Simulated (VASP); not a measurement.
# Cd (Pm-3m) in VASP: relaxation of cell and atoms with PBEsol

Aim: the relaxation of cell and atoms of Cd with PBEsol.

Program: VASP 6.6.1. These are calculated values, not measurements. Logs are shortened: lines on timing, memory, paths and dates and some standing lists are left out, and cuts for length are marked.

## (1) The cell of the first run

Symmetry: Pm-3m, No. 221, cubic system. The conventional cell has a = 2.828 Å, b = 2.828 Å, c = 2.828 Å, α = 90.00°, β = 90.00°, γ = 90.00°. Within 3.7 Å of Cd (site symmetry m-3m) lie 6 Cd at 2.83 Å.

This isn't the form of Cd at room conditions, which is hcp.

## (2) Relaxation of cell and atoms, PBEsol

File INCAR:

```
PREC = Accurate ; ENCUT = 630
EDIFF = 1E-7 ; ISMEAR = 0
SIGMA = 0.1 ; LREAL = F
LASPH = T ; NELM = 120
ALGO = Normal ; ISIF = 3
LWAVE = F ; LCHARG = F
GGA = PS ; IBRION = 2
NSW = 90 ; EDIFFG = -0.04
GGA_COMPAT = F ; NELMIN = 4
```

File KPOINTS:

```
Automatic mesh
0
Gamma
  6 6 6
```

File POSCAR:

```
Cd
1.0
    2.8282114368      0.0000000000      0.0000000000
    0.0000000000      2.8282114368      0.0000000000
    0.0000000000      0.0000000000      2.8282114368
Cd
1
Direct
    0.0000000000      0.0000000000      0.0000000000
```

Potentials or basis: VASP PAW PBE potentials, release 64 (Cd_sv_GW).

Launch:

```
$ cat potpaw_PBE.64/Cd_sv_GW/POTCAR > POTCAR
$ mpirun -np 1 vasp_std > vasp.out
```

OUTCAR:

```text
PREC = Accurate
   ENCUT = 630
   EDIFF = 1E-7
   ISMEAR = 0
   LREAL = F
   LASPH = T
   NELM = 120
   ISIF = 3
   GGA = PS
   IBRION = 2
   NSW = 90
   EDIFFG = -0.04
   NELMIN = 4

 ion  position               nearest neighbor table
   1  0.000  0.000  0.000-

  LATTYP: Found a simple cubic cell.
 ALAT       =     2.8282114368

  Lattice vectors:

 A1 = (   2.8282114368,   0.0000000000,   0.0000000000)
 A2 = (   0.0000000000,   2.8282114368,   0.0000000000)
 A3 = (   0.0000000000,   0.0000000000,   2.8282114368)

Analysis of symmetry for initial positions (statically):
=====================================================================
 Subroutine PRICEL returns:
 Original cell was already a primitive cell.

 Routine SETGRP: Setting up the symmetry group for a
 simple cubic supercell.

 Subroutine GETGRP returns: Found 48 space group operations
 (whereof 48 operations were pure point group operations)
 out of a pool of 48 trial point group operations.

The static configuration has the point symmetry O_h .

Analysis of symmetry for dynamics (positions and initial velocities):
=====================================================================
 Subroutine PRICEL returns:
 Original cell was already a primitive cell.

 Routine SETGRP: Setting up the symmetry group for a
 simple cubic supercell.

 Subroutine GETGRP returns: Found 48 space group operations
 (whereof 48 operations were pure point group operations)
 out of a pool of 48 trial point group operations.

The dynamic configuration has the point symmetry O_h .

 Subroutine INISYM returns: Found 48 space group operations
 (whereof 48 operations are pure point group operations),
 and found     1 'primitive' translations

----------------------------------------------------------------------------------------

                                     Primitive cell

  volume of cell :      22.6222

  direct lattice vectors                    reciprocal lattice vectors
     2.828211437  0.000000000  0.000000000     0.353580354  0.000000000  0.000000000
     0.000000000  2.828211437  0.000000000     0.000000000  0.353580354  0.000000000
     0.000000000  0.000000000  2.828211437     0.000000000  0.000000000  0.353580354

  length of vectors
     2.828211437  2.828211437  2.828211437     0.353580354  0.353580354  0.353580354

  position of ions in fractional coordinates (direct lattice)
     0.000000000  0.000000000  0.000000000

  ion indices of the primitive-cell ions
   primitive index   ion index
                 1           1

----------------------------------------------------------------------------------------

 KPOINTS: Automatic mesh

Automatic generation of k-mesh.
 Grid dimensions read from file:
 generate k-points for:    6    6    6

 Generating k-lattice:

  Cartesian coordinates                     Fractional coordinates (reciprocal lattice)
     0.058930059  0.000000000  0.000000000     0.166666667  0.000000000  0.000000000
     0.000000000  0.058930059  0.000000000     0.000000000  0.166666667  0.000000000
     0.000000000  0.000000000  0.058930059     0.000000000  0.000000000  0.166666667

  Length of vectors
     0.058930059  0.058930059  0.058930059

  Shift w.r.t. Gamma in fractional coordinates (k-lattice)
     0.000000000  0.000000000  0.000000000

 Subroutine IBZKPT returns following result:
 ===========================================

 Found     20 irreducible k-points:

 Following reciprocal coordinates:
            Coordinates               Weight
  0.000000  0.000000  0.000000      1.000000
  0.166667  0.000000  0.000000      6.000000
  0.333333  0.000000  0.000000      6.000000
  0.500000  0.000000  0.000000      3.000000
  0.166667  0.166667  0.000000     12.000000
  0.333333  0.166667  0.000000     24.000000
[... 12 lines left out ...]
  0.500000  0.500000  0.333333      6.000000
  0.500000  0.500000  0.500000      1.000000
   k-points           NKPTS =     20   k-points in BZ     NKDIM =     20   number of bands    NBANDS=     14
   number of dos      NEDOS =    301   number of ions     NIONS =      1
   total plane-waves  NPLWV =  13824
   dimension x,y,z NGX =    24 NGY =   24 NGZ =   24
   dimension x,y,z NGXF=    48 NGYF=   48 NGZF=   48
   ions per type =               1
   NGX,Y,Z   is equivalent  to a cutoff of  14.11, 14.11, 14.11 a.u.
   NGXF,Y,Z  is equivalent  to a cutoff of  28.22, 28.22, 28.22 a.u.
 SYSTEM =  unknown system
   PREC   = accura    normal or accurate (medium, high low for compatibility)
   ISTART =      0    job   : 0-new  1-cont  2-samecut
   ICHARG =      2    charge: 1-file 2-atom 10-const
   ISPIN  =      1    spin polarized calculation?
   LNONCOLLINEAR =      F non collinear calculations
   LSORBIT =      F    spin-orbit coupling
   LASPH  =      T    aspherical Exc in radial PAW
   ENCUT  =  630.0 eV  46.30 Ry    6.80 a.u.   5.79  5.79  5.79*2*pi/ulx,y,z
   NELM   =    120;   NELMIN=  4; NELMDL= -5     # of ELM steps
   EDIFF  = 0.1E-06   stopping-criterion for ELM
   LREAL  =      F    real-space projection
   EDIFFG = -.4E-01   stopping-criterion for IOM
   NSW    =     90    number of steps for IOM
   IBRION =      2    ionic relax: 0-MD 1-quasi-New 2-CG
   NFREE  =      1    steps in history (QN), initial steepest desc. (CG)
   ISIF   =      3    stress and relaxation
   ISYM   =      2    0-nonsym 1-usesym 2-fastsym
   POTIM  = 0.5000    time-step for ionic-motion
   TEBEG  =    0.0;   TEEND  =   0.0 temperature during run
   PSTRESS=    0.0 pullay stress
   NELECT =      20.0000    total number of electrons
   NUPDOWN=      -1.0000    fix difference up-down
   EMIN   =  10.00;   EMAX   =-10.00  energy-range for DOS
   EFERMI =   0.00;   METHOD = LEGACY
   ISMEAR =     0;   SIGMA  =   0.10  broadening in eV -4-tet -1-fermi 0-gaus
   EFERMI_NEDOS =   21; number of points for ismear=-14 and -15
   IALGO  =     38    algorithm
   IMIX   =      4    mixing-type and parameters
     AMIX     =   0.40;   BMIX     =  1.00
     AMIX_MAG =   1.60;   BMIX_MAG =  1.00
  volume/ion in A,a.u.               =      22.62       152.66
  Fermi-wavevector in a.u.,A,eV,Ry     =   1.571229  2.969193 33.589548  2.468762
  Thomas-Fermi vector in A             =   2.672845
   LORBIT       =      0    0 simple, 1 ext, 2 COOP (PROOUT), +10 PAW based schemes
   GGA     = PS    functional components
   LHFCALC =     F    Hartree Fock is set to
   AEXX    =    0.0000 exact exchange contribution
   IVDW    =     0    specifies the selected vdW correction
   LEPSILON=     F    determine dielectric tensor
   LRPA    =     F    only Hartree local field effects (RPA)
 conjugate gradient relaxation of ions
 non-spin polarized calculation
 Gauss-broadening in eV      SIGMA  =   0.10
  energy-cutoff  :      630.00
  volume of cell :       22.62
 maximum number of plane-waves:       840
 NGX is ok and might be reduce to    24
   NGX = 11   NGY = 11   NGZ = 11

--------------------------------------- Ionic step        1  -------------------------------------------

 number of electron      19.9999993 magnetization

 Free energy of the ion-electron system (eV)
  ---------------------------------------------------
  ext. energy  EPLUGINS =         0.00000000
  ---------------------------------------------------
  free energy    TOTEN  =        -1.06722865 eV

  energy without entropy =       -1.06488100  energy(sigma->0) =       -1.06605482

------------------------ aborting loop because EDIFF is reached ----------------------------------------

  FORCE on cell =-STRESS in cart. coord.  units (eV):
  Direction    XX          YY          ZZ          XY          YZ          ZX
  --------------------------------------------------------------------------------------
  -------------------------------------------------------------------------------------
  Total        0.8102620      0.8102620      0.8102620      0.0000000      0.0000000     -0.0000000
  in kB       57.3852702     57.3852702     57.3852702      0.0000000      0.0000000     -0.0000000
  external PRESSURE =      57.3852702 kB  Pullay stress =       0.0000000 kB

 VOLUME and BASIS-vectors are now :
 -----------------------------------------------------------------------------
  energy-cutoff  :      630.00
  volume of cell :       22.62
      direct lattice vectors                 reciprocal lattice vectors
     2.828211437  0.000000000  0.000000000     0.353580354  0.000000000  0.000000000
     0.000000000  2.828211437  0.000000000     0.000000000  0.353580354  0.000000000
     0.000000000  0.000000000  2.828211437     0.000000000  0.000000000  0.353580354
[... 36 lines left out ...]
 POSITION                                       TOTAL-FORCE (eV/Angst)
 -----------------------------------------------------------------------------------
      0.00000      0.00000      0.00000         0.000000      0.000000      0.000000
 -----------------------------------------------------------------------------------
    total drift:                                0.000000      0.000000      0.000000

  FREE ENERGIE OF THE ION-ELECTRON SYSTEM (eV)
  ---------------------------------------------------
  free  energy   TOTEN  =        -1.1001922005 eV

  energy  without entropy=       -1.0989876612  energy(sigma->0) =       -1.09958993

--------------------------------------- Ionic step        3  -------------------------------------------

 number of electron      19.9999994 magnetization

 Free energy of the ion-electron system (eV)
  ---------------------------------------------------
  ext. energy  EPLUGINS =         0.00000000
  ---------------------------------------------------
  free energy    TOTEN  =        -1.10278810 eV

  energy without entropy =       -1.10158355  energy(sigma->0) =       -1.10218582

 E-fermi :   4.6581     XC(G=0): -10.6617

 val. band max:        4.2874828954   @ k =   0.5000   0.3333   0.1667
 cond. band min:       4.7559301756   @ k =   0.5000   0.3333   0.0000
 fundamental gap:      0.4684472802
 Fermi energy:         4.6581377966

 k-point     1 :       0.0000    0.0000    0.0000
  band No.  band energies     occupation
      1     -97.8390      2.00000
      2     -58.8874      2.00000
      3     -58.8874      2.00000
      4     -58.8874      2.00000
      5      -4.7924      2.00000
      6      -4.7924      2.00000
      7      -3.2254      2.00000
      8      -3.2254      2.00000
      9      -3.2254      2.00000
     10      -3.1009      2.00000
     11      14.9100      0.00000
     12      14.9100      0.00000
     13      14.9100      0.00000
     14      18.7277      0.00000

 k-point     2 :       0.1667    0.0000    0.0000
  band No.  band energies     occupation
      1     -97.8383      2.00000
      2     -58.8995      2.00000
      3     -58.8866      2.00000
      4     -58.8866      2.00000
      5      -4.7590      2.00000
      6      -4.5808      2.00000
      7      -3.3474      2.00000
      8      -3.3474      2.00000
      9      -3.2151      2.00000
     10      -2.5360      2.00000
[... 330 lines left out ...]
 POSITION                                       TOTAL-FORCE (eV/Angst)
 -----------------------------------------------------------------------------------
      0.00000      0.00000      0.00000        -0.000000      0.000000      0.000000
 -----------------------------------------------------------------------------------
    total drift:                                0.000000     -0.000000     -0.000000

  FREE ENERGIE OF THE ION-ELECTRON SYSTEM (eV)
  ---------------------------------------------------
  free  energy   TOTEN  =        -1.1027880953 eV

  energy  without entropy=       -1.1015835476  energy(sigma->0) =       -1.10218582

 reached required accuracy - stopping structural energy minimisation
```

Run time: 15 s. Hardware: 1 thread of AMD EPYC 9R45 (Zen 5), shared host; peak memory 0.12 GiB.

Results:

| Property | Result |
| --- | --- |
| Free energy | -1.1028 eV |
| Relaxed volume | 24.74 Å³/atom |
| Relaxed cell | a = 2.914 Å, b = 2.914 Å, c = 2.914 Å, α = 90.00°, β = 90.00°, γ = 90.00° |
| Space group after relaxing (to 0.1 Å) | Pm-3m (No. 221) |
| Energy gained by relaxing | 35.6 meV/atom |
| Ionic steps | 3 |
| Pressure after relaxing | 0.0 GPa |
| Band gap on the k mesh | zero (bands 10 and 11 overlap by 7.01 eV) |

The path:
| step | energy change (eV) | largest force (eV/Å) | pressure (GPa) | volume (Å³) |
| --- | --- | --- | --- | --- |
| 1 | 0.0000 | 0.0000 | 5.74 | 22.62 |
| 2 | -0.0330 | 0.0000 | -1.28 | 25.38 |
| 3 | -0.0356 | 0.0000 | 0.00 | 24.74 |

Final structure:
```
Cd
1.0
     2.91404    0.00000    0.00000
     0.00000    2.91404    0.00000
     0.00000    0.00000    2.91404
Cd
1
Direct
  0.00000 0.00000 0.00000
```

Levels at points of the mesh, in eV from the Fermi level:
```
           k point  band 8  band 9  band 10  band 11  band 12  band 13
(0.00, 0.00, 0.00)   -7.88   -7.88    -7.76    10.25    10.25    10.25
(0.50, 0.00, 0.00)   -8.35   -7.84    -2.47    -2.17    14.28    14.28
(0.50, 0.50, 0.00)   -8.28   -7.46     1.31     1.31     2.33     6.01
(0.50, 0.50, 0.50)   -7.44   -7.44     4.84     4.84     4.84     8.25
```

Caveat: the k points lie up to 0.36 Å⁻¹ apart in the final cell, too coarse for converged energies and pressures of a metal; the PAW data sets were made with another functional, which shifts forces and pressure a little.

The gap in the log of VASP goes by the Fermi energy; the results here count the filled bands.